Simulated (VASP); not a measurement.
NaI: single point with r2SCAN

NaI:

```
CELL_PARAMETERS angstrom
0.00000 3.23339 3.23339
3.23339 0.00000 3.23339
3.23339 3.23339 0.00000
ATOMIC_POSITIONS crystal
Na 0.00000 0.00000 0.00000
I 0.50000 0.50000 0.50000
```

| Item | Value |
| --- | --- |
| Program | VASP 6.6.1 |
| Task | single point |
| Functional | r2SCAN |
| Potentials or basis | VASP PAW PBE potentials, release 64 (Na_pv, I) |
| Cutoff | 520 eV |
| k mesh | 6 × 6 × 6 |
| Occupations | gaussian, width 0.02 eV |
| Spin | no spin polarisation |

```
Pressure               : -0.1 GPa
Band gap on the k mesh : 4.45 eV
```

Levels at points of the mesh, in eV from the valence-band top:
| k point | band 5 | band 6 | band 7 | band 8 | band 9 | band 10 |
| --- | --- | --- | --- | --- | --- | --- |
| (0.00, 0.00, 0.00) | 0.00 | 0.00 | 0.00 | 4.45 | 8.47 | 8.47 |
| (0.50, 0.00, 0.00) | -2.19 | -0.30 | -0.30 | 5.69 | 8.07 | 8.07 |
| (0.50, 0.50, 0.00) | -1.94 | -0.76 | -0.76 | 5.23 | 6.02 | 10.75 |

Run time: 3.1 min on 1 thread of AMD EPYC 7R13, on a shared host, peak memory 0.18 GiB.

Caveat: the PAW data sets were made with another functional, which shifts forces and pressure a little; spin-orbit coupling is left out, which moves the levels of the heavy elements. r2SCAN opens gaps a little over a GGA but as a rule still falls short of measured ones.
